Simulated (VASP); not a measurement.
Crystal: BAs.

```
CELL_PARAMETERS angstrom
0.00000 2.38850 2.38850
2.38850 0.00000 2.38850
2.38850 2.38850 0.00000
ATOMIC_POSITIONS crystal
B 0.00000 0.00000 0.00000
As 0.25000 0.25000 0.25000
```

```yaml
Program: VASP 6.6.1
Task: relaxation of cell and atoms
Functional: PBE
Potentials_or_basis: VASP PAW PBE potentials, release 64 (B, As)
Cutoff: 600 eV
k_mesh: 7 × 7 × 7
Occupations: fermi-dirac, width 0.01 eV
Spin: no spin polarisation
```

At the start: pressure 3.4 GPa; volume 13.63 Å³/atom.

Q: Where does the relaxation end?

A: Over 3 steps the energy falls by 3.6 meV/atom and the volume is 13.97 Å³/atom (+2.5 %); space group F-43m (No. 216, to 0.05 Å).

The path:
```csv
step,energy change (eV),largest force (eV/Å),pressure (GPa),volume (Å³)
1,0.0000,0.0000,3.43,27.25
2,-0.0037,0.0000,-2.20,28.42
3,-0.0071,0.0000,0.01,27.93
```

Final structure:
```
B As
1.0
     0.00000    2.40819    2.40819
     2.40819    0.00000    2.40819
     2.40819    2.40819    0.00000
B As
1 1
Direct
  0.00000 0.00000 0.00000
  0.25000 0.25000 0.25000
```
